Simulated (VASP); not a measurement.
# Al (I4/mmm) in VASP: a series of runs

Runs on Al. Level: LDA. Tasks: single point.

Program: VASP 6.6.1. These are calculated values, not measurements. Logs are shortened: lines on timing, memory, paths and dates and some standing lists are left out, and cuts for length are marked.

## (1) The cell of the first run

It takes space group I4/mmm (No. 139, tetragonal). The conventional cell has a = 3.270 Å, b = 3.270 Å, c = 3.034 Å, α = 90.00°, β = 90.00°, γ = 90.00°. Al (site symmetry 4/mmm) has 14 Al at 2.77 to 3.27 Å within 3.6 Å.

## (2) Single point, LDA (volume 16.218 Å^3 an atom, c/a of the conventional cell 0.9280)

File INCAR:

```
ALGO = Normal
EDIFF = 1E-7
ENCUT = 520
GGA = CA
ISIF = 2
ISMEAR = 0
LASPH = True
LCHARG = True
LELF = True
LREAL = False
LVHAR = True
LWAVE = False
NBANDS = 8
NELM = 100
PREC = Accurate
SIGMA = 0.15
```

File KPOINTS:

```
k-points
0
Gamma
  22 22 22
```

File POSCAR:

```
Al
1.0
   -1.6347898178      1.6347898178      1.5170849509
    1.6347898178     -1.6347898178      1.5170849509
    1.6347898178      1.6347898178     -1.5170849509
Al
1
Direct
    0.0000000000      0.0000000000      0.0000000000
```

Potentials or basis: VASP PAW LDA potentials, release 64 (Al).

Started as:

```sh
$ cat potpaw_LDA.64/Al/POTCAR > POTCAR
$ mpirun -np 1 vasp_std > vasp.out
```

OUTCAR:

```text
EDIFF = 1E-7
   ENCUT = 520
   GGA = CA
   ISIF = 2
   ISMEAR = 0
   LASPH = True
   LREAL = False
   NELM = 100
   PREC = Accurate

 ion  position               nearest neighbor table
   1  0.000  0.000  0.000-

  LATTYP: Found a body centered tetragonal cell.
 ALAT       =     3.2695796356
 C/A-ratio  =     0.9280000000

  Lattice vectors:

 A1 = (  -1.6347898178,   1.6347898178,   1.5170849509)
 A2 = (   1.6347898178,  -1.6347898178,   1.5170849509)
 A3 = (   1.6347898178,   1.6347898178,  -1.5170849509)

Analysis of symmetry for initial positions (statically):
=====================================================================
 Subroutine PRICEL returns:
 Original cell was already a primitive cell.

 Routine SETGRP: Setting up the symmetry group for a
 body centered tetragonal supercell.

 Subroutine GETGRP returns: Found 16 space group operations
 (whereof 16 operations were pure point group operations)
 out of a pool of 16 trial point group operations.

The static configuration has the point symmetry D_4h.

Analysis of symmetry for dynamics (positions and initial velocities):
=====================================================================
 Subroutine PRICEL returns:
 Original cell was already a primitive cell.

 Routine SETGRP: Setting up the symmetry group for a
 body centered tetragonal supercell.

 Subroutine GETGRP returns: Found 16 space group operations
 (whereof 16 operations were pure point group operations)
 out of a pool of 16 trial point group operations.

The dynamic configuration has the point symmetry D_4h.

 Subroutine INISYM returns: Found 16 space group operations
 (whereof 16 operations are pure point group operations),
 and found     1 'primitive' translations

----------------------------------------------------------------------------------------

                                     Primitive cell

  volume of cell :      16.2179

  direct lattice vectors                    reciprocal lattice vectors
    -1.634789818  1.634789818  1.517084951     0.000000000  0.305849715  0.329579434
     1.634789818 -1.634789818  1.517084951     0.305849715  0.000000000  0.329579434
     1.634789818  1.634789818 -1.517084951     0.305849715  0.305849715  0.000000000

  length of vectors
     2.765252655  2.765252655  2.765252655     0.449629461  0.449629461  0.432536815

  position of ions in fractional coordinates (direct lattice)
     0.000000000  0.000000000  0.000000000

  ion indices of the primitive-cell ions
   primitive index   ion index
                 1           1

----------------------------------------------------------------------------------------

 KPOINTS: k-points

Automatic generation of k-mesh.
 Grid dimensions read from file:
 generate k-points for:   22   22   22

 Generating k-lattice:

  Cartesian coordinates                     Fractional coordinates (reciprocal lattice)
     0.000000000  0.013902260  0.014980883     0.045454545  0.000000000  0.000000000
     0.013902260  0.000000000  0.014980883     0.000000000  0.045454545  0.000000000
     0.013902260  0.013902260  0.000000000     0.000000000  0.000000000  0.045454545

  Length of vectors
     0.020437703  0.020437703  0.019660764

  Shift w.r.t. Gamma in fractional coordinates (k-lattice)
     0.000000000  0.000000000  0.000000000

 Subroutine IBZKPT returns following result:
 ===========================================

 Found    834 irreducible k-points:

 Following reciprocal coordinates:
            Coordinates               Weight
  0.000000  0.000000  0.000000      1.000000
  0.045455  0.000000  0.000000      8.000000
  0.090909  0.000000  0.000000      8.000000
  0.136364  0.000000 -0.000000      8.000000
  0.181818  0.000000 -0.000000      8.000000
  0.227273  0.000000 -0.000000      8.000000
[... 16 lines left out ...]
  0.500000  0.045455  0.000000     16.000000
 -0.454545  0.045455  0.000000     16.000000
 [... further k-points ...]
   k-points           NKPTS =    834   k-points in BZ     NKDIM =    834   number of bands    NBANDS=      8
   number of dos      NEDOS =    301   number of ions     NIONS =      1
   total plane-waves  NPLWV =  13824
   dimension x,y,z NGX =    24 NGY =   24 NGZ =   24
   dimension x,y,z NGXF=    48 NGYF=   48 NGZF=   48
   ions per type =               1
   NGX,Y,Z   is equivalent  to a cutoff of  14.43, 14.43, 14.43 a.u.
   NGXF,Y,Z  is equivalent  to a cutoff of  28.86, 28.86, 28.86 a.u.
 SYSTEM =  unknown system
   PREC   = accura    normal or accurate (medium, high low for compatibility)
   ISTART =      0    job   : 0-new  1-cont  2-samecut
   ICHARG =      2    charge: 1-file 2-atom 10-const
   ISPIN  =      1    spin polarized calculation?
   LNONCOLLINEAR =      F non collinear calculations
   LSORBIT =      F    spin-orbit coupling
   LASPH  =      T    aspherical Exc in radial PAW
   ENCUT  =  520.0 eV  38.22 Ry    6.18 a.u.   5.14  5.14  5.14*2*pi/ulx,y,z
   NELM   =    100;   NELMIN=  2; NELMDL= -5     # of ELM steps
   EDIFF  = 0.1E-06   stopping-criterion for ELM
   LREAL  =      F    real-space projection
   EDIFFG = 0.1E-05   stopping-criterion for IOM
   NSW    =      0    number of steps for IOM
   IBRION =     -1    ionic relax: 0-MD 1-quasi-New 2-CG
   NFREE  =      0    steps in history (QN), initial steepest desc. (CG)
   ISIF   =      2    stress and relaxation
   ISYM   =      2    0-nonsym 1-usesym 2-fastsym
   POTIM  = 0.5000    time-step for ionic-motion
   TEBEG  =    0.0;   TEEND  =   0.0 temperature during run
   PSTRESS=    0.0 pullay stress
   NELECT =       3.0000    total number of electrons
   NUPDOWN=      -1.0000    fix difference up-down
   EMIN   =  10.00;   EMAX   =-10.00  energy-range for DOS
   EFERMI =   0.00;   METHOD = LEGACY
   ISMEAR =     0;   SIGMA  =   0.15  broadening in eV -4-tet -1-fermi 0-gaus
   EFERMI_NEDOS =   21; number of points for ismear=-14 and -15
   IALGO  =     38    algorithm
   IMIX   =      4    mixing-type and parameters
     AMIX     =   0.40;   BMIX     =  1.00
     AMIX_MAG =   1.60;   BMIX_MAG =  1.00
  volume/ion in A,a.u.               =      16.22       109.44
  Fermi-wavevector in a.u.,A,eV,Ry     =   0.932790  1.762718 11.838397  0.870098
  Thomas-Fermi vector in A             =   2.059425
   LORBIT       =      0    0 simple, 1 ext, 2 COOP (PROOUT), +10 PAW based schemes
   GGA     = CA    functional components
   LHFCALC =     F    Hartree Fock is set to
   AEXX    =    0.0000 exact exchange contribution
   IVDW    =     0    specifies the selected vdW correction
   LEPSILON=     F    determine dielectric tensor
   LRPA    =     F    only Hartree local field effects (RPA)
 non-spin polarized calculation
 Gauss-broadening in eV      SIGMA  =   0.15
  energy-cutoff  :      520.00
  volume of cell :       16.22
 maximum number of plane-waves:       450
 NGX is ok and might be reduce to    24
   NGX = 11   NGY = 11   NGZ = 11

 number of electron       3.0000000 magnetization

 Free energy of the ion-electron system (eV)
  ---------------------------------------------------
  ext. energy  EPLUGINS =         0.00000000
  ---------------------------------------------------
  free energy    TOTEN  =        -4.09996438 eV

  energy without entropy =       -4.09531059  energy(sigma->0) =       -4.09763749

 E-fermi :   7.9570     XC(G=0): -10.4104

 val. band max:        7.9534895145   @ k =  -0.4545  -0.4545   0.3636
 cond. band min:       7.9607007692   @ k =  -0.0909   0.4091   0.0455
 fundamental gap:      0.0072112548
 Fermi energy:         7.9569559351

 k-point     1 :       0.0000    0.0000    0.0000
  band No.  band energies     occupation
      1      -3.2445      2.00000
      2      20.1457      0.00000
      3      21.9514      0.00000
      4      21.9514      0.00000
      5      22.1478      0.00000
      6      22.1478      0.00000
      7      23.2585      0.00000
      8      23.3047      0.00000

 k-point     2 :       0.0455    0.0000    0.0000
  band No.  band energies     occupation
      1      -3.1828      2.00000
      2      19.7737      0.00000
      3      21.0328      0.00000
      4      21.4441      0.00000
      5      21.8911      0.00000
      6      22.8266      0.00000
      7      23.1892      0.00000
      8      23.8283      0.00000

 k-point     3 :       0.0909    0.0000    0.0000
  band No.  band energies     occupation
      1      -2.9978      2.00000
      2      19.0631      0.00000
      3      19.3868      0.00000
      4      20.6846      0.00000
      5      21.1167      0.00000
      6      23.2008      0.00000
      7      23.9024      0.00000
      8      24.0586      0.00000

 k-point     4 :       0.1364    0.0000   -0.0000
  band No.  band energies     occupation
      1      -2.6901      2.00000
      2      17.4871      0.00000
      3      18.3353      0.00000
      4      19.8364      0.00000
      5      20.3853      0.00000
      6      22.5396      0.00000
      7      24.5598      0.00000
      8      25.1076      0.00000

 k-point     5 :       0.1818    0.0000   -0.0000
  band No.  band energies     occupation
      1      -2.2605      2.00000
      2      15.5491      0.00000
      3      17.6719      0.00000
      4      19.0062      0.00000
      5      19.7160      0.00000
      6      21.8378      0.00000
      7      25.0018      0.00000
      8      25.6833      0.00000

 k-point     6 :       0.2273    0.0000   -0.0000
  band No.  band energies     occupation
      1      -1.7101      2.00000
      2      13.6494      0.00000
      3      17.0961      0.00000
      4      18.2433      0.00000
      5      19.1203      0.00000
      6      21.1897      0.00000
      7      25.4090      0.00000
      8      26.4261      0.00000

 k-point     7 :       0.2727    0.0000   -0.0000
  band No.  band energies     occupation
      1      -1.0403      2.00000
      2      11.8194      0.00000
      3      16.6166      0.00000
      4      17.5698      0.00000
      5      18.6078      0.00000
      6      20.6145      0.00000
      7      25.8618      0.00000
      8      27.2676      0.00000

 k-point     8 :       0.3182    0.0000   -0.0000
  band No.  band energies     occupation
      1      -0.2530      2.00000
      2      10.0743      0.00000
      3      16.2371      0.00000
      4      16.9963      0.00000
      5      18.1849      0.00000
      6      20.1248      0.00000
      7      26.3846      0.00000
      8      28.1830      0.00000

 k-point     9 :       0.3636    0.0000   -0.0000
  band No.  band energies     occupation
      1       0.6495      2.00000
      2       8.4229      0.00001
      3      15.9599      0.00000
      4      16.5279      0.00000
      5      17.8548      0.00000
      6      19.7316      0.00000
      7      26.9761      0.00000
      8      29.1488      0.00000

 k-point    10 :       0.4091    0.0000   -0.0000
  band No.  band energies     occupation
      1       1.6638      2.00000
      2       6.8722      2.00000
      3      15.7859      0.00000
      4      16.1674      0.00000
      5      17.6189      0.00000
      6      19.4437      0.00000
      7      27.6109      0.00000
      8      30.1131      0.00000
[... 78 lines left out ...]
 k-point    18 :       0.2727    0.0455   -0.0000
  band No.  band energies     occupation
      1      -0.5887      2.00000
      2      10.9088      0.00000
      3      16.2107      0.00000
      4      16.5838      0.00000
      5      19.1018      0.00000
      6      20.5371      0.00000
      7      25.1496      0.00000
      8      28.4325      0.00000

 k-point    19 :       0.3182    0.0455   -0.0000
  band No.  band energies     occupation
      1       0.2606      2.00000
      2       9.2145      0.00000
      3      15.6950      0.00000
      4      16.2577      0.00000
      5      18.6651      0.00000
      6      20.1783      0.00000
      7      25.7110      0.00000
      8      29.4212      0.00000

 k-point    20 :       0.3636    0.0455   -0.0000
  band No.  band energies     occupation
      1       1.2234      2.00000
      2       7.6172      1.99864
      3      15.2849      0.00000
      4      16.0350      0.00000
      5      18.3181      0.00000
      6      19.9206      0.00000
      7      26.3587      0.00000
      8      30.3466      0.00000

 k-point    21 :       0.4091    0.0455   -0.0000
  band No.  band energies     occupation
      1       2.2944      2.00000
      2       6.1250      2.00000
      3      14.9826      0.00000
      4      15.9160      0.00000
      5      18.0661      0.00000
      6      19.7690      0.00000
      7      27.0732      0.00000
      8      31.0403      0.00000

 k-point    22 :       0.4545    0.0455    0.0000
  band No.  band energies     occupation
      1       3.4413      2.00000
      2       4.7712      2.00000
      3      14.7889      0.00000
      4      15.9012      0.00000
      5      17.9129      0.00000
      6      19.7264      0.00000
      7      27.8015      0.00000
      8      31.1384      0.00000

 k-point    23 :       0.5000    0.0455    0.0000
  band No.  band energies     occupation
      1       3.3571      2.00000
      2       4.8634      2.00000
      3      14.7040      0.00000
      4      15.9908      0.00000
      5      17.8614      0.00000
      6      19.7934      0.00000
      7      28.3803      0.00000
      8      30.6852      0.00000

 k-point    24 :      -0.4545    0.0455    0.0000
  band No.  band energies     occupation
      1       2.2110      2.00000
      2       6.2322      2.00000
      3      14.7276      0.00000
      4      16.1846      0.00000
      5      17.9137      0.00000
      6      19.9685      0.00000
      7      28.4655      0.00000
      8      29.8861      0.00000

 [... further k-points ...]
[... 5 lines left out ...]
  --------------------------------------------------------------------------------------
  -------------------------------------------------------------------------------------
  Total        0.0661205      0.0661205     -0.1396166      0.0000000      0.0000000      0.0000000
  in kB        6.5321049      6.5321049    -13.7928508      0.0000000      0.0000000      0.0000000
  external PRESSURE =      -0.2428803 kB  Pullay stress =       0.0000000 kB

 VOLUME and BASIS-vectors are now :
 -----------------------------------------------------------------------------
  energy-cutoff  :      520.00
  volume of cell :       16.22
      direct lattice vectors                 reciprocal lattice vectors
    -1.634789818  1.634789818  1.517084951     0.000000000  0.305849715  0.329579434
     1.634789818 -1.634789818  1.517084951     0.305849715  0.000000000  0.329579434
     1.634789818  1.634789818 -1.517084951     0.305849715  0.305849715  0.000000000

 POSITION                                       TOTAL-FORCE (eV/Angst)
 -----------------------------------------------------------------------------------
      0.00000      0.00000      0.00000         0.000000      0.000000      0.000000
 -----------------------------------------------------------------------------------
    total drift:                                0.000000      0.000000      0.000000

  FREE ENERGIE OF THE ION-ELECTRON SYSTEM (eV)
  ---------------------------------------------------
  free  energy   TOTEN  =        -4.0999643775 eV

  energy  without entropy=       -4.0953105929  energy(sigma->0) =       -4.09763749
```

Wall time 26 s (1 thread of Intel Xeon 6975P-C (Granite Rapids), shared host); peak memory 0.19 GiB.

Results:

- Free energy: -4.1000 eV
- Pressure: 0.0 GPa

## (3) Single point, LDA (volume 16.650 Å^3 an atom, c/a of the conventional cell 1.1612)

File INCAR:

```
SYSTEM = Al
PREC     = Accurate       ! precision mode
ENCUT    = 520            ! plane-wave cutoff, eV
EDIFF    = 1E-7           ! SCF threshold, eV
ISMEAR   = 0              ! smearing method
SIGMA    = 0.15           ! smearing width, eV
LREAL    = .FALSE.        ! projectors in reciprocal space
LASPH    = .TRUE.         ! aspherical terms in the spheres
NELM     = 80             ! most SCF steps
ALGO     = Fast           ! electronic algorithm
ISIF     = 2              ! what is computed and relaxed
LWAVE    = .FALSE.        ! write WAVECAR
LCHARG   = .FALSE.        ! write CHGCAR
GGA      = CA             ! functional
NBANDS   = 8              ! bands
```

File KPOINTS:

```
Automatic mesh
0
G
  22 22 22
  0 0 0
```

File POSCAR:

```
Al
1.0
   -1.5304379976      1.5304379976      1.7771446028
    1.5304379976     -1.5304379976      1.7771446028
    1.5304379976      1.5304379976     -1.7771446028
Al
1
Direct
    0.0000000000      0.0000000000      0.0000000000
```

Potentials or basis: VASP PAW LDA potentials, release 64 (Al).

Started as:

```sh
$ cat potpaw_LDA.64/Al/POTCAR > POTCAR
$ mpirun -np 1 vasp_std > vasp.out
```

Wall time 36 s (1 thread of Intel Xeon 6975P-C (Granite Rapids), shared host); peak memory 0.2 GiB.

It converged, with:

| Quantity | Value |
| --- | --- |
| Free energy | -4.1255 eV |
| Pressure | -2.3 GPa |

Stress tensor (GPa, compression positive):
```
-4.67  0.00  0.00
 0.00 -4.67  0.00
 0.00  0.00  2.38
```

Levels at points of the mesh, in eV from the Fermi level:
```
           k point  band 1  band 2  band 3  band 4  band 5
(0.00, 0.00, 0.00)  -11.00   12.43   12.43   13.72   14.23
(0.50, 0.00, 0.00)   -4.39   -4.19    9.12    9.47   11.10
(0.50, 0.50, 0.00)   -3.68   -2.89    6.52    6.59    7.74
(0.50, 0.50, 0.50)   -0.54    1.25    3.32    3.32    3.97
```

## (4) Single point, LDA (volume 16.650 Å^3 an atom, c/a of the conventional cell 1.3484)

File INCAR:

```
SYSTEM = Al
ALGO = Fast ; EDIFF = 1E-7
ENCUT = 520 ; ISIF = 2
ISMEAR = 0 ; LASPH = .True.
LCHARG = .False. ; LREAL = .False.
LWAVE = .False. ; NBANDS = 8
NELM = 60 ; PREC = Accurate
SIGMA = 0.15
```

File KPOINTS:

```
k-points
0
Gamma
  22 22 22
  0 0 0
```

File POSCAR:

```
Al
1.0
   -1.4560574168      1.4560574168      1.9633478209
    1.4560574168     -1.4560574168      1.9633478209
    1.4560574168      1.4560574168     -1.9633478209
Al
1
Direct
    0.0000000000      0.0000000000      0.0000000000
```

Started as:

```sh
$ cat potpaw_LDA.64/Al/POTCAR > POTCAR
$ mpirun -np 1 vasp_std > vasp.out
```

Wall time 31 s (1 thread of Intel Xeon 6975P-C (Granite Rapids), shared host); peak memory 0.2 GiB.

Results (log left out):

| Item | Value |
| --- | --- |
| Free energy | -4.1805 eV |
| Pressure | -3.7 GPa |

Stress tensor (GPa, compression positive):
```
-4.50  0.00  0.00
 0.00 -4.50  0.00
 0.00  0.00 -2.10
```

Levels at points of the mesh, in eV from the Fermi level:
| k point | band 1 | band 2 | band 3 | band 4 |
| --- | --- | --- | --- | --- |
| (0.00, 0.00, 0.00) | -11.04 | 12.38 | 12.38 | 12.89 |
| (0.50, 0.00, 0.00) | -4.51 | -4.37 | 10.59 | 10.88 |
| (0.50, 0.50, 0.00) | -3.09 | -1.94 | 5.51 | 5.64 |
| (0.50, 0.50, 0.50) | -2.40 | -0.95 | 4.93 | 4.93 |

(Part 1 of 2 ends here.)
